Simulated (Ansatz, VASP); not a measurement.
## SnS2: VASP beside Ansatz

File POSCAR:

```
SnS2
1.0
    3.6733046811      0.0000000000      0.0000000000
   -1.8366523405      3.1811751697      0.0000000000
    0.0000000000      0.0000000000      6.2647436561
Sn S
1 2
Direct
    0.0000000000      0.0000000000      0.0000000000
    0.3333333333      0.6666666667      0.2333701593
    0.6666666667      0.3333333333      0.7666298407
```

Contents of INCAR.step1:

```
SYSTEM = SnS2
ALGO = Normal ; EDIFF = 1E-5
EDIFFG = -0.005 ; ENCUT = 550
GGA = PE ; GGA_COMPAT = .False.
IBRION = 2 ; ISIF = 3
ISMEAR = 0 ; LASPH = .True.
LCHARG = .False. ; LREAL = .False.
LWAVE = .True. ; NELM = 120
NELMIN = 4 ; NSW = 100
PREC = Accurate ; SIGMA = 0.02
```

INCAR.step2

```
SYSTEM = SnS2
ALGO = Normal ; EDIFF = 1E-7
EDIFFG = -0.005 ; ENCUT = 550
GGA_COMPAT = .False. ; IBRION = 2
ISIF = 3 ; ISMEAR = 0
ISTART = 1 ; LASPH = .True.
LCHARG = .False. ; LMIXTAU = .True.
LREAL = .False. ; LWAVE = .False.
METAGGA = R2SCAN ; NELM = 120
NELMIN = 4 ; NSW = 100
PREC = Accurate ; SIGMA = 0.02
```

The input KPOINTS:

```
k-points
0
Gamma
  12 12 6
  0 0 0
```

Input for Ansatz:

```yaml
crystal:
  lattice:
    - [3.6733046811, 0.0, 0.0]
    - [-1.8366523405, 3.1811751697, 0.0]
    - [0.0, 0.0, 6.2647436561]
  atoms:
    - { symbol: Sn, position: [0.0, 0.0, 0.0] }
    - { symbol: S, position: [0.3333333333, 0.6666666667, 0.2333701593] }
    - { symbol: S, position: [0.6666666667, 0.3333333333, 0.7666298407] }
basis:
  ecutwfc: 500
kpoints:
  mp_grid: { grid: [12, 12, 6] }
hamiltonian:
  xc: r2scan
scf:
  occupations: { method: gaussian, width: 0.02 }
output:
  forces: true
  stress: true
  eigenvalues: true
relax:
  adjacent_minimum: "off"
  f_tol: 0.005
  max_steps: 80
  cell: { stress_tol: 0.05 }
```

Alike in both runs: task relaxation of cell and atoms; functional r2SCAN; k mesh 12 × 12 × 6; occupations gaussian, width 0.02 eV; no spin polarisation.

|  | VASP | Ansatz |
| --- | --- | --- |
| version | VASP 6.6.1 | Ansatz 0.2.0 |
| potentials or method | VASP PAW PBE potentials, release 64 (Sn_d, S), cutoff 550 eV | scalar-relativistic, plane waves, PAW |
| valence electrons in the cell | 26 | 26 |

```tsv
	VASP	Ansatz	Ansatz less VASP
gap on the k mesh at the Fermi level, each at its own relaxed structure (eV)	1.91	1.90	-0.005
relaxed volume (Å³/atom)	24.39	24.40	+0.014
relaxed length of the cell vector where the two differ most in proportion (Å)	3.673	3.673	+0.0007
```

VASP's potentials were made for PBE, not for r2SCAN.
